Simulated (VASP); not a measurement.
# Be (P1) in VASP: further runs

Be is run at these levels: r2SCAN; tasks: single point.

All numbers are computed with VASP 6.6.1; they aren't measurements. Logs are shortened: lines on timing, memory, paths and dates and some standing lists are left out, and cuts for length are marked.

### Step 1. The cell of the first run

The typed cell holds 36 atoms: a = 7.198 Å, b = 7.198 Å, c = 7.519 Å, α = 90.00°, β = 90.00°, γ = 120.00°.

### Step 2. Single point, r2SCAN

Contents of POSCAR:

```
Be
1.0
    7.1976270000      0.0000000000      0.0000000000
   -3.5988140000      6.2333280000      0.0000000000
    0.0000000000      0.0000000000      7.5191210000
Be
36
Direct
    0.0168056727      0.0330000282     -0.0016092307
    0.1083822135      0.2146525901      0.2964442253
   -0.0281152787     -0.0021016061      0.4997259653
    0.1326680898      0.2235723838      0.7805433640
    0.0564234237      0.3405885267      0.0772164725
    0.1533116945      0.6454016217      0.2538062627
   -0.0525544135      0.3170858328      0.5316578893
    0.1233616140      0.5355405652      0.7625758383
    0.0476033748      0.7121877751     -0.0308945687
    0.1008856108      0.8977226932      0.2105565265
    0.0243692992      0.7051770739      0.4638840098
    0.0719611414      0.8605194529      0.7417090375
    0.3200623058      0.0883316264     -0.0567353551
    0.4024739152      0.2496258820      0.2170333474
    0.2690292362     -0.0003689843      0.4455839984
    0.4411671022      0.2074172898      0.7190202153
    0.3665165991      0.3941714603      0.0019949140
    0.4088944308      0.5460325528      0.2802588228
    0.3296490590      0.3186580267      0.4864265384
    0.4132647328      0.4875565669      0.7397274229
    0.3314866848      0.6723374737     -0.0264791589
    0.4953600297      0.8511183753      0.1795821613
    0.3442693341      0.6755620753      0.5354615254
    0.4500212262      0.9272735207      0.7682945919
    0.7482550609      0.0430588604     -0.0253088094
    0.7100744242      0.1577327553      0.2606953659
    0.6455657814      0.0185454704      0.4956297418
    0.7783929245      0.2069520487      0.7396875246
    0.6533920336      0.3549147422      0.0016092307
    0.7707612617      0.5567812251      0.2716008959
    0.6099925614      0.2956526594      0.4866526287
    0.7743309455      0.5484710575      0.7968484614
    0.6179879944      0.6921021965      0.0688245341
    0.7731959482      0.8647226650      0.2750720463
    0.6351094474      0.6427064323      0.5521789050
    0.7862814654      0.9138457017      0.7691856535
```

Contents of INCAR.step1:

```
SYSTEM = Be
PREC = Accurate
ENCUT = 520
ISMEAR = -1
SIGMA = 0.3
LREAL = Auto
LASPH = .True.
NELM = 100
NBANDS = 60
GGA = PE
ALGO = Normal
EDIFF = 1E-4
LWAVE = .True.
LCHARG = .False.
```

Contents of INCAR.step2:

```
SYSTEM = Be
PREC = Accurate
ENCUT = 520
EDIFF = 1E-6
ISMEAR = -1
SIGMA = 0.3
LREAL = Auto
LASPH = .True.
NELM = 100
ALGO = Normal
ISIF = 2
LWAVE = .False.
LCHARG = .False.
METAGGA = R2SCAN
LMIXTAU = .True.
NBANDS = 60
ISTART = 1
```

Contents of KPOINTS:

```
Automatic mesh
0
Gamma
  2 2 2
  0 0 0
```

Potentials or basis: VASP PAW PBE potentials, release 64 (Be).

Started as:

```console
> cat potpaw_PBE.64/Be/POTCAR > POTCAR
> cp INCAR.step1 INCAR
> mpirun -np 1 vasp_std > vasp.out
> cp INCAR.step2 INCAR
> mpirun -np 1 vasp_std > vasp.out
```

OUTCAR:

```text
SYSTEM = Be
   PREC = Accurate
   ENCUT = 520
   EDIFF = 1E-6
   ISMEAR = -1
   LREAL = Auto
   LASPH = .True.
   NELM = 100
   ISIF = 2
   METAGGA = R2SCAN
   ISTART = 1

 ion  position               nearest neighbor table
   1  0.017  0.033  0.998-  25 1.98   4 2.03  13 2.06  10 2.11   5 2.17  36 2.24
   2  0.108  0.215  0.296-  19 1.99   5 2.00   3 2.05  14 2.09  18 2.29  10 2.35
   3  0.972  0.998  0.500-   2 2.05  34 2.11  15 2.17  36 2.33  11 2.33  12 2.35
   4  0.133  0.224  0.781-  20 1.99   1 2.03  17 2.25   8 2.28  16 2.33  13 2.36  36 2.37
   5  0.056  0.341  0.077-   2 2.00  17 2.14   1 2.17  25 2.31  21 2.35   6 2.35
   6  0.153  0.645  0.254-  11 1.99  10 2.06  22 2.22  18 2.29   5 2.35
   7  0.947  0.317  0.532-  28 1.90  27 2.18   8 2.26  31 2.38
   8  0.123  0.536  0.763-  21 2.06  23 2.20   9 2.24   7 2.26   4 2.28  20 2.29
   9  0.048  0.712  0.969-  12 1.98  32 2.15  10 2.17  21 2.20   8 2.24
  10  0.101  0.898  0.211-   6 2.06  15 2.06   1 2.11   9 2.17  11 2.26  34 2.30   2 2.35  14 2.37
[... 18 lines left out ...]
  23  0.344  0.676  0.535-   8 2.20  35 2.22  20 2.26  18 2.28  27 2.35  24 2.36
  24  0.450  0.927  0.768-  16 2.08  21 2.22  28 2.22  13 2.24  23 2.36  27 2.39
  25  0.748  0.043  0.975-  36 1.89   1 1.98  28 2.07  22 2.25   5 2.31  33 2.32  26 2.37
  26  0.710  0.158  0.261-  27 1.97  22 2.05  31 2.26  25 2.37  34 2.37
  27  0.646  0.019  0.496-  26 1.97  31 2.14   7 2.18  28 2.20  23 2.35  24 2.39
  28  0.778  0.207  0.740-   7 1.90  25 2.07  36 2.15  27 2.20  24 2.22
  29  0.653  0.355  0.002-  32 1.96  17 2.22  13 2.24  14 2.26
  30  0.771  0.557  0.272-  11 2.15  34 2.21  31 2.30  33 2.36
  31  0.610  0.296  0.487-  16 2.04  19 2.11  27 2.14  26 2.26  30 2.30  15 2.33   7 2.38
  32  0.774  0.548  0.797-  29 1.96   9 2.15  12 2.23  35 2.35
  33  0.618  0.692  0.069-  22 1.95  34 1.95  17 2.06  18 2.08  21 2.12  25 2.32  30 2.36
  34  0.773  0.865  0.275-  33 1.95  22 2.08   3 2.11  30 2.21  10 2.30  26 2.37
  35  0.635  0.643  0.552-  20 2.00  23 2.22  19 2.32  32 2.35  36 2.35
  36  0.786  0.914  0.769-  25 1.89  28 2.15   1 2.24  12 2.28   3 2.33  35 2.35   4 2.37

  LATTYP: Found a hexagonal cell.
 ALAT       =     7.1976270000
 C/A-ratio  =     1.0446666658

  Lattice vectors:

 A1 = (   7.1976270000,   0.0000000000,   0.0000000000)
 A2 = (  -3.5988140000,   6.2333280000,   0.0000000000)
 A3 = (   0.0000000000,   0.0000000000,   7.5191210000)

Analysis of symmetry for initial positions (statically):
=====================================================================
 Subroutine PRICEL returns:
 Original cell was already a primitive cell.

 Routine SETGRP: Setting up the symmetry group for a
 hexagonal supercell.

 Subroutine GETGRP returns: Found  1 space group operations
 (whereof  1 operations were pure point group operations)
 out of a pool of 24 trial point group operations.

The static configuration has the point symmetry C_1 .
[... 174 lines left out ...]
   PSTRESS=    0.0 pullay stress
   NELECT =      72.0000    total number of electrons
   NUPDOWN=      -1.0000    fix difference up-down
   EMIN   =  10.00;   EMAX   =-10.00  energy-range for DOS
   EFERMI =   0.00;   METHOD = LEGACY
   ISMEAR =    -1;   SIGMA  =   0.30  broadening in eV -4-tet -1-fermi 0-gaus
   EFERMI_NEDOS =   21; number of points for ismear=-14 and -15
   IALGO  =     38    algorithm
   IMIX   =      4    mixing-type and parameters
     AMIX     =   0.40;   BMIX     =  1.00
     AMIX_MAG =   1.60;   BMIX_MAG =  1.00
  volume/ion in A,a.u.               =       9.37        63.24
  Fermi-wavevector in a.u.,A,eV,Ry     =   0.978348  1.848810 13.023028  0.957166
  Thomas-Fermi vector in A             =   2.109117
   LORBIT       =      0    0 simple, 1 ext, 2 COOP (PROOUT), +10 PAW based schemes
   METAGGA = R2SCAN    functional components
   LHFCALC =     F    Hartree Fock is set to
   AEXX    =    0.0000 exact exchange contribution
   IVDW    =     0    specifies the selected vdW correction
   LEPSILON=     F    determine dielectric tensor
   LRPA    =     F    only Hartree local field effects (RPA)
 non-spin polarized calculation
  energy-cutoff  :      520.00
  volume of cell :      337.35
 maximum number of plane-waves:      9100
 NGX is ok and might be reduce to    54
   NGX = 27   NGY = 27   NGZ = 27

 number of electron      72.0000000 magnetization

 Free energy of the ion-electron system (eV)
  ---------------------------------------------------
  ext. energy  EPLUGINS =         0.00000000
  ---------------------------------------------------
  free energy    TOTEN  =      -142.18446317 eV

  energy without entropy =     -140.17421017  energy(sigma->0) =     -141.17933667

 E-fermi :   5.3513     XC(G=0): -10.6228

 val. band max:        5.3428322854   @ k =   0.0000   0.0000   0.5000
 cond. band min:       5.3747530317   @ k =   0.0000   0.0000   0.0000
 fundamental gap:      0.0319207463
 Fermi energy:         5.3512675901

 k-point     1 :       0.0000    0.0000    0.0000
  band No.  band energies     occupation
      1      -5.5974      2.00000
      2      -3.5462      2.00000
      3      -3.4603      2.00000
      4      -2.8639      2.00000
      5      -2.7631      2.00000
      6      -2.3813      2.00000
[... 397 lines left out ...]
     47       8.1050      0.00021
     48       8.2895      0.00011
 [bands above 48 left out]

------------------------ aborting loop because EDIFF is reached ----------------------------------------

  FORCE on cell =-STRESS in cart. coord.  units (eV):
  Direction    XX          YY          ZZ          XY          YZ          ZX
  --------------------------------------------------------------------------------------
  -------------------------------------------------------------------------------------
  Total      -15.1097167     -9.0629127      0.2747797      0.9098293     -5.5938808     -2.0158290
  in kB      -71.7613356    -43.0429461      1.3050252      4.3210979    -26.5672989     -9.5738778
  external PRESSURE =     -37.8330855 kB  Pullay stress =       0.0000000 kB

 VOLUME and BASIS-vectors are now :
 -----------------------------------------------------------------------------
  energy-cutoff  :      520.00
  volume of cell :      337.35
      direct lattice vectors                 reciprocal lattice vectors
     7.197627000  0.000000000  0.000000000     0.138934679  0.080213984  0.000000000
    -3.598814000  6.233328000  0.000000000     0.000000000  0.160427945  0.000000000
     0.000000000  0.000000000  7.519121000     0.000000000  0.000000000  0.132994269

 POSITION                                       TOTAL-FORCE (eV/Angst)
 -----------------------------------------------------------------------------------
      0.00220      0.20570      7.50702         0.505114     -1.200943      0.860209
      0.00760      1.33800      2.22900        -0.589403     -0.579231     -0.502789
      3.40401      6.22023      3.75750         0.216234     -0.248359      1.272936
      0.15030      1.39360      5.86900        -0.865897     -0.741337     -0.605260
     -0.81960      2.12300      0.58060        -1.531922      0.868917     -1.585459
     -1.21920      4.02300      1.90840         0.672792     -0.924273     -0.557136
[... 28 lines left out ...]
      2.25830      4.00620      4.15190         1.180509      0.709776     -1.275214
      2.37060      5.69630      5.78360         0.248475     -1.148571     -1.449473
 -----------------------------------------------------------------------------------
    total drift:                               -0.000167     -0.000657     -0.001211

  FREE ENERGIE OF THE ION-ELECTRON SYSTEM (eV)
  ---------------------------------------------------
  free  energy   TOTEN  =      -142.1844631665 eV

  energy  without entropy=     -140.1742101670  energy(sigma->0) =     -141.17933667
```

OUTCAR.step1:

```text
SYSTEM = Be
   PREC = Accurate
   ENCUT = 520
   ISMEAR = -1
   LREAL = Auto
   LASPH = .True.
   NELM = 100
[... 724 lines left out ...]
     -1.21920      4.02300      1.90840         0.646243     -0.845329     -0.531897
[... 28 lines left out ...]
      2.25830      4.00620      4.15190         1.106522      0.664853     -1.176796
      2.37060      5.69630      5.78360         0.264684     -1.085042     -1.383729
 -----------------------------------------------------------------------------------
    total drift:                               -0.000601     -0.000619      0.000740

  FREE ENERGIE OF THE ION-ELECTRON SYSTEM (eV)
  ---------------------------------------------------
  free  energy   TOTEN  =      -122.5743804722 eV

  energy  without entropy=     -120.4089087463  energy(sigma->0) =     -121.49164461
```

OSZICAR.step1:

```text
N       E                     dE             d eps       ncg     rms          rms(c)
DAV:   1     0.863956833045E+02    0.86396E+02   -0.27299E+04   960   0.101E+03
DAV:   2    -0.114588204256E+03   -0.20098E+03   -0.18702E+03  1188   0.172E+02
DAV:   3    -0.126870411760E+03   -0.12282E+02   -0.11793E+02  1240   0.361E+01
DAV:   4    -0.127121747025E+03   -0.25134E+00   -0.24894E+00  1216   0.586E+00
DAV:   5    -0.127126110084E+03   -0.43631E-02   -0.43541E-02  1168   0.626E-01    0.793E+00
DAV:   6    -0.123184299452E+03    0.39418E+01   -0.52616E+00  1144   0.742E+00    0.399E+00
DAV:   7    -0.122662517090E+03    0.52178E+00   -0.18273E+00  1184   0.409E+00    0.178E+00
DAV:   8    -0.122582485749E+03    0.80031E-01   -0.18117E-01  1224   0.146E+00    0.650E-01
DAV:   9    -0.122574953543E+03    0.75322E-02   -0.15863E-02  1192   0.446E-01    0.193E-01
DAV:  10    -0.122574427421E+03    0.52612E-03   -0.14161E-03  1160   0.133E-01    0.563E-02
DAV:  11    -0.122574380472E+03    0.46949E-04   -0.16914E-04   712   0.417E-02
   1 F= -.12257438E+03 E0= -.12149164E+03  d E =-.216547E+01
```

It took 17 min on 1 thread of Intel Xeon Platinum 8488C (Sapphire Rapids), shared host; peak memory 0.45 GiB.

Results:

| Item | Value |
| --- | --- |
| Free energy | -142.1845 eV |
| Pressure | -3.8 GPa |
| Largest force | 3.297 eV/Å |
| Band gap on the k mesh | zero (bands 36 and 37 overlap by 0.23 eV) |

Forces on the atoms (eV/Å):
```
Be   0.505 -1.201  0.860
Be  -0.589 -0.579 -0.503
Be   0.216 -0.248  1.273
Be  -0.866 -0.741 -0.605
Be  -1.532  0.869 -1.585
Be   0.673 -0.924 -0.557
Be   1.362  1.102 -1.963
Be  -1.104  0.093 -0.161
Be   0.145 -0.803  1.580
Be  -0.596 -0.024  0.416
Be  -1.152 -0.872  1.526
Be   0.130  1.380 -1.314
Be  -0.128 -1.463  1.557
Be   1.475 -0.511  0.537
Be   1.652  0.938  0.827
Be  -0.261  0.937 -0.733
Be  -0.180 -1.090 -0.497
Be  -0.236  0.025 -0.335
Be  -0.377  0.498  1.309
Be   0.204  2.030  0.466
Be   0.025 -0.869  0.419
Be  -1.180  1.142  1.532
Be  -0.306 -0.295 -0.772
Be   0.340 -0.651 -0.193
Be  -2.273  0.044  2.388
Be   0.465  2.059 -1.262
Be   0.559 -1.438  0.882
Be  -1.237  0.531  1.339
Be   0.331 -1.304  0.925
Be   0.066 -0.354 -0.544
Be   1.138  0.576 -0.485
Be  -0.384  0.760 -1.823
Be   1.886 -0.358 -2.320
Be  -0.202  1.182  0.541
Be   1.181  0.710 -1.275
Be   0.248 -1.149 -1.449
```

Stress tensor (GPa, compression positive):
```
-7.18  0.43 -0.96
 0.43 -4.30 -2.66
-0.96 -2.66  0.13
```

Caveat: the k points lie up to 0.50 Å⁻¹ apart; so wide a smearing shifts energies and pressures; the PAW data sets were made with another functional, which shifts forces and pressure a little.

(Part 1 of 2 ends here.)

The gap in the log of VASP goes by the Fermi energy; the results here count the filled bands.